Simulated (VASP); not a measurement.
# LiSi16 (a cell with a defect) in VASP: single point with LDA

Aim: the single point of LiSi16 (a cell with a defect) with LDA.

Program: VASP 6.6.1. These are calculated values, not measurements. Logs are shortened: lines on timing, memory, paths and dates and some standing lists are left out, and cuts for length are marked.

### Step 1. The cell of the first run

The cell holds a defect, 17 atoms: a = 7.679 Å, b = 7.679 Å, c = 7.679 Å, α = 60.00°, β = 60.00°, γ = 60.00°.

### Step 2. Single point, LDA, collinear spin, ferromagnetic start

INCAR reads:

```
ALGO = Normal ; EDIFF = 1E-6
ENCUT = 520 ; ISIF = 2
ISMEAR = -1 ; ISPIN = 2
LASPH = T ; LCHARG = F
LORBIT = 11 ; LREAL = Auto
LWAVE = F ; MAGMOM = 0 0 0 0 0 0 0 0 0 0 0 0 0 0 0 0 1
NBANDS = 52 ; NELM = 150
PREC = Accurate ; SIGMA = 0.05
```

KPOINTS reads:

```
k-points
0
Gamma
  2 2 2
```

POSCAR reads:

```
LiSi16
1.0
    0.0000000000      5.4300000000      5.4300000000
    5.4300000000      0.0000000000      5.4300000000
    5.4300000000      5.4300000000      0.0000000000
Si Li
16 1
Direct
    0.0031534584      0.0032337555      0.0029886924
    0.1259277368      0.1266923567      0.1233606635
    0.0033900247      0.0034612195      0.4898703698
    0.1270098219      0.1270316763      0.6228451844
    0.0022845534      0.4936090917      0.0020284541
    0.1266872530      0.6240224215      0.1264738172
   -0.0035178289      0.5014068429      0.5009960813
    0.1267541987      0.6240432989      0.6225804338
    0.4927671637      0.0026218504      0.0022826680
    0.6237587173      0.1267852276      0.1265428165
    0.5013824755     -0.0035509241      0.5010225836
    0.6237802522      0.1268522646      0.6226732237
    0.5012000716      0.5012584473     -0.0034452433
    0.6234773540      0.6238433542      0.1263009477
    0.5012430009      0.5013026112      0.5009148050
    0.6249739358      0.6249394905      0.6250521421
    0.8772896111      0.8787894152      0.8710186599
```

Potentials or basis: VASP PAW LDA potentials, release 64 (Si, Li_sv).

The run is started by

```
cat potpaw_LDA.64/Si/POTCAR potpaw_LDA.64/Li_sv/POTCAR > POTCAR
mpirun -np 1 vasp_std > vasp.out
```

OUTCAR:

```text
EDIFF = 1E-6
   ENCUT = 520
   ISIF = 2
   ISMEAR = -1
   ISPIN = 2
   LASPH = T
   LORBIT = 11
   LREAL = Auto
   NELM = 150
   PREC = Accurate

 ion  position               nearest neighbor table
   1  0.003  0.003  0.003-   2 2.30   6 2.38  10 2.38   4 2.38  17 2.40
   2  0.126  0.127  0.123-   3 2.30   1 2.30   9 2.30   5 2.30
   3  0.003  0.003  0.490-   2 2.30   8 2.38  12 2.38   4 2.38  17 2.39
   4  0.127  0.127  0.623-  11 2.35   7 2.35   1 2.38   3 2.38  17 2.70
   5  0.002  0.494  0.002-   2 2.30  14 2.38   6 2.38   8 2.38  17 2.42
   6  0.127  0.624  0.126-  13 2.35   7 2.35   1 2.38   5 2.38  17 2.74
   7  0.996  0.501  0.501-  16 2.33   4 2.35   8 2.35   6 2.35
   8  0.127  0.624  0.623-  15 2.35   7 2.35   5 2.38   3 2.38  17 2.73
   9  0.493  0.003  0.002-   2 2.30  14 2.38  10 2.38  12 2.38  17 2.41
  10  0.624  0.127  0.127-  13 2.35  11 2.35   1 2.38   9 2.38  17 2.73
  11  0.501  0.996  0.501-  16 2.33   4 2.35  12 2.35  10 2.35
  12  0.624  0.127  0.623-  15 2.35  11 2.35   9 2.38   3 2.38  17 2.73
  13  0.501  0.501  0.997-  16 2.33  10 2.35   6 2.35  14 2.35
  14  0.623  0.624  0.126-  13 2.35  15 2.35   9 2.38   5 2.38  17 2.76
  15  0.501  0.501  0.501-  16 2.33  12 2.35   8 2.35  14 2.35
  16  0.625  0.625  0.625-  13 2.33  15 2.33   7 2.33  11 2.33
  17  0.877  0.879  0.871-   3 2.39   1 2.40   9 2.41   5 2.42   4 2.70  12 2.73   8 2.73  10 2.73
                             6 2.74  14 2.76

  LATTYP: Found a face centered cubic cell.
 ALAT       =    10.8600000000

  Lattice vectors:

 A1 = (   0.0000000000,   5.4300000000,   5.4300000000)
 A2 = (   5.4300000000,   0.0000000000,   5.4300000000)
 A3 = (   5.4300000000,   5.4300000000,   0.0000000000)

Analysis of symmetry for initial positions (statically):
=====================================================================
 Subroutine PRICEL returns:
 Original cell was already a primitive cell.

 Routine SETGRP: Setting up the symmetry group for a
 face centered cubic supercell.

 Subroutine GETGRP returns: Found  1 space group operations
 (whereof  1 operations were pure point group operations)
 out of a pool of 48 trial point group operations.

The static configuration has the point symmetry C_1 .

Analysis of symmetry for dynamics (positions and initial velocities):
=====================================================================
 Subroutine PRICEL returns:
 Original cell was already a primitive cell.

 Routine SETGRP: Setting up the symmetry group for a
 face centered cubic supercell.

 Subroutine GETGRP returns: Found  1 space group operations
 (whereof  1 operations were pure point group operations)
 out of a pool of 48 trial point group operations.

The dynamic configuration has the point symmetry C_1 .

Analysis of structural, dynamic, and magnetic symmetry:
=====================================================================
 Subroutine PRICEL returns:
 Original cell was already a primitive cell.

 Routine SETGRP: Setting up the symmetry group for a
 face centered cubic supercell.

 Subroutine GETGRP returns: Found  1 space group operations
 (whereof  1 operations were pure point group operations)
 out of a pool of 48 trial point group operations.

The overall configuration has the point symmetry C_1 .

 Subroutine INISYM returns: Found  1 space group operations
 (whereof  1 operations are pure point group operations),
 and found     1 'primitive' translations

----------------------------------------------------------------------------------------

                                     Primitive cell

  volume of cell :     320.2060

  direct lattice vectors                    reciprocal lattice vectors
     0.000000000  5.430000000  5.430000000    -0.092081031  0.092081031  0.092081031
     5.430000000  0.000000000  5.430000000     0.092081031 -0.092081031  0.092081031
     5.430000000  5.430000000  0.000000000     0.092081031  0.092081031 -0.092081031

  length of vectors
     7.679179644  7.679179644  7.679179644     0.159489025  0.159489025  0.159489025
[... 77 lines left out ...]
   number of dos      NEDOS =    301   number of ions     NIONS =     17
   total plane-waves  NPLWV = 216000
   dimension x,y,z NGX =    60 NGY =   60 NGZ =   60
   dimension x,y,z NGXF=   120 NGYF=  120 NGZF=  120
   ions per type =              16   1
   NGX,Y,Z   is equivalent  to a cutoff of  12.99, 12.99, 12.99 a.u.
   NGXF,Y,Z  is equivalent  to a cutoff of  25.98, 25.98, 25.98 a.u.
 SYSTEM =  unknown system
   PREC   = accura    normal or accurate (medium, high low for compatibility)
   ISTART =      0    job   : 0-new  1-cont  2-samecut
   ICHARG =      2    charge: 1-file 2-atom 10-const
   ISPIN  =      2    spin polarized calculation?
   LNONCOLLINEAR =      F non collinear calculations
   LSORBIT =      F    spin-orbit coupling
   LASPH  =      T    aspherical Exc in radial PAW
   ENCUT  =  520.0 eV  38.22 Ry    6.18 a.u.  14.28 14.28 14.28*2*pi/ulx,y,z
   NELM   =    150;   NELMIN=  2; NELMDL= -5     # of ELM steps
   EDIFF  = 0.1E-05   stopping-criterion for ELM
   LREAL  =      T    real-space projection
   EDIFFG = 0.1E-04   stopping-criterion for IOM
   NSW    =      0    number of steps for IOM
   IBRION =     -1    ionic relax: 0-MD 1-quasi-New 2-CG
   NFREE  =      0    steps in history (QN), initial steepest desc. (CG)
   ISIF   =      2    stress and relaxation
   ISYM   =      2    0-nonsym 1-usesym 2-fastsym
   POTIM  = 0.5000    time-step for ionic-motion
   TEBEG  =    0.0;   TEEND  =   0.0 temperature during run
   PSTRESS=    0.0 pullay stress
   NELECT =      67.0000    total number of electrons
   NUPDOWN=      -1.0000    fix difference up-down
   EMIN   =  10.00;   EMAX   =-10.00  energy-range for DOS
   EFERMI =   0.00;   METHOD = LEGACY
   ISMEAR =    -1;   SIGMA  =   0.05  broadening in eV -4-tet -1-fermi 0-gaus
   EFERMI_NEDOS =   21; number of points for ismear=-14 and -15
   IALGO  =     38    algorithm
   IMIX   =      4    mixing-type and parameters
     AMIX     =   0.40;   BMIX     =  1.00
     AMIX_MAG =   1.60;   BMIX_MAG =  1.00
  volume/ion in A,a.u.               =      18.84       127.11
  Fermi-wavevector in a.u.,A,eV,Ry     =   0.971904  1.836632 12.852022  0.944597
  Thomas-Fermi vector in A             =   2.102159
   LORBIT       =     11    0 simple, 1 ext, 2 COOP (PROOUT), +10 PAW based schemes
   GGA     = CA    functional components
   LHFCALC =     F    Hartree Fock is set to
   AEXX    =    0.0000 exact exchange contribution
   IVDW    =     0    specifies the selected vdW correction
   LEPSILON=     F    determine dielectric tensor
   LRPA    =     F    only Hartree local field effects (RPA)
 spin polarized calculation
  energy-cutoff  :      520.00
  volume of cell :      320.21
 maximum number of plane-waves:      8646
 NGX is ok and might be reduce to    60
   NGX = 29   NGY = 29   NGZ = 29

 number of electron      67.0000001 magnetization       0.0009831

 number of electron      67.0000001 magnetization      -0.0005077

 Free energy of the ion-electron system (eV)
  ---------------------------------------------------
  ext. energy  EPLUGINS =         0.00000000
  ---------------------------------------------------
  free energy    TOTEN  =       -95.89867931 eV

  energy without entropy =      -95.86607652  energy(sigma->0) =      -95.88237792

 E-fermi :   6.5425     XC(G=0):  -9.7163

 val. band max:        6.5051692484   @ k =   0.0000   0.0000   0.0000
 cond. band min:       6.7079807547   @ k =   0.0000   0.0000   0.0000
 fundamental gap:      0.2028115063
 Fermi energy:         6.5425393821

 spin component 1

 k-point     1 :       0.0000    0.0000    0.0000
  band No.  band energies     occupation
      1     -39.6107      1.00000
      2      -6.0253      1.00000
      3      -3.7896      1.00000
      4      -3.6959      1.00000
      5      -3.6944      1.00000
      6      -3.6941      1.00000
[... 373 lines left out ...]
     44      10.1159      0.00000
     45      10.2072      0.00000
 Fermi energy:         6.5425393821

 spin component 2

 k-point     1 :       0.0000    0.0000    0.0000
  band No.  band energies     occupation
      1     -39.6110      1.00000
      2      -6.0254      1.00000
      3      -3.7896      1.00000
      4      -3.6959      1.00000
      5      -3.6944      1.00000
      6      -3.6941      1.00000
[... 373 lines left out ...]
     44      10.1159      0.00000
     45      10.2072      0.00000
 [bands above 45 left out]

------------------------ aborting loop because EDIFF is reached ----------------------------------------

  FORCE on cell =-STRESS in cart. coord.  units (eV):
  Direction    XX          YY          ZZ          XY          YZ          ZX
  --------------------------------------------------------------------------------------
  -------------------------------------------------------------------------------------
  Total       -0.0009307     -0.0021154      0.0054549      0.0040947     -0.0095012     -0.0019513
  in kB       -0.0046571     -0.0105844      0.0272942      0.0204881     -0.0475403     -0.0097634
  external PRESSURE =       0.0040176 kB  Pullay stress =       0.0000000 kB

 VOLUME and BASIS-vectors are now :
 -----------------------------------------------------------------------------
  energy-cutoff  :      520.00
  volume of cell :      320.21
      direct lattice vectors                 reciprocal lattice vectors
     0.000000000  5.430000000  5.430000000    -0.092081031  0.092081031  0.092081031
     5.430000000  0.000000000  5.430000000     0.092081031 -0.092081031  0.092081031
     5.430000000  5.430000000  0.000000000     0.092081031  0.092081031 -0.092081031

 POSITION                                       TOTAL-FORCE (eV/Angst)
 -----------------------------------------------------------------------------------
      0.03379      0.03335      0.03468        -0.024491     -0.030397      0.000662
      1.35779      1.35364      1.37173        -0.000897      0.000133      0.001725
      2.67879      2.67840      0.03720         0.028353      0.021427     -0.002614
      4.07183      4.07171      1.37945        -0.001590     -0.002647     -0.021999
      2.69131      0.02342      2.69270         0.000157     -0.006511      0.020890
      4.07519      1.37466      4.07635         0.002457     -0.005571      0.002347
[... 9 lines left out ...]
      6.78745      6.78764      6.78703        -0.000275     -0.000283      0.000277
      9.50146      9.49331      9.53551         0.005940      0.016185     -0.052703
 -----------------------------------------------------------------------------------
    total drift:                                0.000351      0.001577      0.003817

  FREE ENERGIE OF THE ION-ELECTRON SYSTEM (eV)
  ---------------------------------------------------
  free  energy   TOTEN  =       -95.8986793113 eV

  energy  without entropy=      -95.8660765217  energy(sigma->0) =      -95.88237792

 total charge

# of ion       s       p       d       tot
------------------------------------------
    1        0.751   0.970   0.000   1.721
    2        0.740   0.984   0.000   1.724
    3        0.751   0.970   0.000   1.721
    4        0.746   0.952   0.000   1.698
    5        0.750   0.971   0.000   1.721
    6        0.746   0.953   0.000   1.699
[... 9 lines left out ...]
   16        0.742   0.975   0.000   1.716
   17        2.027   0.111   0.000   2.138
--------------------------------------------------
tot         13.980  15.508   0.000  29.488

 magnetization (x)

# of ion       s       p       d       tot
------------------------------------------
    1       -0.000  -0.000   0.000  -0.000
    2        0.000   0.000   0.000   0.000
    3       -0.000  -0.000   0.000  -0.000
    4       -0.000  -0.000   0.000  -0.000
    5       -0.000  -0.000   0.000  -0.000
    6       -0.000  -0.000   0.000  -0.000
[... 9 lines left out ...]
   16       -0.000  -0.000   0.000  -0.000
   17        0.000  -0.000   0.000  -0.000
--------------------------------------------------
tot         -0.000  -0.000   0.000  -0.000
```

It took 12 min on 1 thread of Intel Xeon Platinum 8259CL at 2.50GHz (Skylake/Cascade Lake), shared host; peak memory 0.48 GiB.

What came out:

| Quantity | Value |
| --- | --- |
| Free energy | -95.8987 eV |
| Largest force | 0.055 eV/Å |
| Net moment | 0.00 μB per cell |
| Valence electrons inside the program's atomic spheres | Si 1.72, 1.70, 1.71; Li 2.14 |

Forces on the atoms (eV/Å):
```
Si  -0.024 -0.030  0.001
Si  -0.001  0.000  0.002
Si   0.028  0.021 -0.003
Si  -0.002 -0.003 -0.022
Si   0.000 -0.007  0.021
Si   0.002 -0.006  0.002
Si  -0.015  0.015  0.020
Si   0.009 -0.004  0.004
Si  -0.008  0.002  0.029
Si  -0.009  0.001  0.002
Si   0.016 -0.016  0.019
Si  -0.003  0.012  0.005
Si   0.018  0.016 -0.013
Si   0.000  0.000 -0.002
Si  -0.017 -0.019 -0.013
Si   0.000  0.000  0.000
Li   0.006  0.016 -0.053
```

Caveat: the k points lie up to 0.50 Å⁻¹ apart; the cutoff is under 1.25 times the usual one of these potentials, so pressure, stress and relaxed cells hold a basis-set (Pulay) error.
